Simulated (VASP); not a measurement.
A run of VASP 6.6.1 is set up as follows.

POSCAR

```
Ti
1.0
    2.5591978822      0.0000000000      0.0000000000
    0.0000000000      2.5591978822      0.0000000000
    0.0000000000      0.0000000000      2.5591978822
Ti
1
Direct
    0.0000000000      0.0000000000      0.0000000000
```

File INCAR.step1:

```
PREC = Accurate
ENCUT = 520
ISMEAR = -1
SIGMA = 0.1
LREAL = False
LASPH = True
NELM = 80
NBANDS = 12
GGA = PE
ALGO = Normal
EDIFF = 1E-4
LWAVE = True
LCHARG = False
```

File INCAR.step2:

```
PREC = Accurate
ENCUT = 520
EDIFF = 1E-6
ISMEAR = -1
SIGMA = 0.1
LREAL = False
LASPH = True
NELM = 80
ALGO = Normal
ISIF = 2
LWAVE = False
LCHARG = False
METAGGA = R2SCAN
LMIXTAU = True
NBANDS = 12
ISTART = 1
```

File KPOINTS:

```
Automatic mesh
0
Gamma
  13 13 13
```

Potentials or basis: VASP PAW PBE potentials, release 64 (Ti_sv).

Run with:

```console
$ cat potpaw_PBE.64/Ti_sv/POTCAR > POTCAR
$ cp INCAR.step1 INCAR
$ mpirun -np 1 vasp_std > vasp.out
$ cp INCAR.step2 INCAR
$ mpirun -np 1 vasp_std > vasp.out
```

(1) Estimate the band gap on the k mesh.

(2) Estimate the pressure.

## Answers

(1) zero (band 6 reaches 9.41 eV, above the bottom of band 7 at 6.99 eV).

(2) 7.9 GPa.

Caveat: the PAW data sets were made with another functional, which shifts forces and pressure a little.
